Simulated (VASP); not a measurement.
CdF2:

```
CELL_PARAMETERS angstrom
0.00000 2.69400 2.69400
2.69400 0.00000 2.69400
2.69400 2.69400 0.00000
ATOMIC_POSITIONS crystal
Cd 0.00000 0.00000 0.00000
F 0.25000 0.25000 0.25000
F 0.75000 0.75000 0.75000
```

* Program: VASP 6.6.1
* Task: relaxation of cell and atoms
* Functional: PBE
* Potentials or basis: VASP PAW PBE potentials, release 64 (Cd, F)
* Cutoff: 600 eV
* k mesh: 6 × 6 × 6
* Occupations: gaussian, width 0.1 eV
* Spin: no spin polarisation

At the start: pressure 6.0 GPa; volume 13.03 Å³/atom.

How do energy, volume and symmetry change on relaxing?

Over 3 steps the energy falls by 13.4 meV/atom and the volume is 13.79 Å³/atom (+5.8 %); space group Fm-3m (No. 225, to 0.05 Å).

The path:
| step | energy change (eV) | largest force (eV/Å) | pressure (GPa) | volume (Å³) |
| --- | --- | --- | --- | --- |
| 1 | 0.0000 | 0.0000 | 6.03 | 39.10 |
| 2 | -0.0378 | 0.0000 | -1.27 | 41.95 |
| 3 | -0.0401 | 0.0000 | 0.02 | 41.36 |

Final structure:
```cif
data_structure
_symmetry_space_group_name_H-M 'P 1'
_symmetry_Int_Tables_number 1
_cell_length_a 3.8816
_cell_length_b 3.8816
_cell_length_c 3.8816
_cell_angle_alpha 60.000
_cell_angle_beta 60.000
_cell_angle_gamma 60.000
_cell_volume 41.36
loop_
_atom_site_label
_atom_site_type_symbol
_atom_site_fract_x
_atom_site_fract_y
_atom_site_fract_z
_atom_site_occupancy
Cd1 Cd 0.00000 0.00000 0.00000 1
F1 F 0.25000 0.25000 0.25000 1
F2 F 0.75000 0.75000 0.75000 1
```
